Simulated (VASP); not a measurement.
A run of VASP 6.6.1:

The input INCAR:

```
SYSTEM = Si16O
PREC = Accurate
ENCUT = 520
EDIFF = 1E-6
ISMEAR = -1
SIGMA = 0.05
LREAL = Auto
LASPH = .True.
NELM = 150
ALGO = Normal
ISIF = 2
LWAVE = .False.
LCHARG = .False.
ISPIN = 2
MAGMOM = 0 0 0 0 0 0 0 0 0 0 0 0 0 0 0 0 0
LORBIT = 11
GGA = CA
NBANDS = 53
```

KPOINTS

```
Automatic mesh
0
Gamma
  2 2 2
  0 0 0
```

POSCAR

```
Si16O
1.0
    0.0000000000      5.4300000000      5.4300000000
    5.4300000000      0.0000000000      5.4300000000
    5.4300000000      5.4300000000      0.0000000000
Si O
16 1
Direct
    0.0030755064     -0.0093922652      0.0033333333
    0.1338121547      0.1268876611      0.1091528545
   -0.0358747698      0.0515469613      0.4853775322
    0.1424861878      0.0755801105      0.6291160221
    0.0054143646      0.4949171271     -0.0018416206
    0.1284622468      0.6223664825      0.1250920810
    0.0122375691      0.4398802947      0.5058103131
    0.1173941068      0.5933241252      0.6272651934
    0.5036648250      0.0109760589     -0.0206998158
    0.6297053407      0.1226887661      0.1378453039
    0.5090147330     -0.0014825046      0.4977255985
    0.5937753223      0.1891160221      0.5905709024
    0.5068600368      0.5017403315     -0.0097697974
    0.6367587477      0.6470718232      0.0879926335
    0.4733149171      0.5510681400      0.4817127072
    0.6413443831      0.6338489871      0.6167403315
    0.9394567219      0.8263259669      0.5397882136
```

Potentials or basis: VASP PAW LDA potentials, release 64 (Si, O).

Launch:

```bash
$ cat potpaw_LDA.64/Si/POTCAR potpaw_LDA.64/O/POTCAR > POTCAR
$ mpirun -np 1 vasp_std > vasp.out
```

Hardware: 1 thread of Intel(R) Xeon(R) Platinum 8559C (Emerald Rapids), on a shared host.

Task: How long does it take, and how much memory?

Result: Run time: 6.9 min on 1 thread of Intel(R) Xeon(R) Platinum 8559C (Emerald Rapids) (shared host), peak memory 0.48 GiB. Counts: scf iterations 17, k points 8.
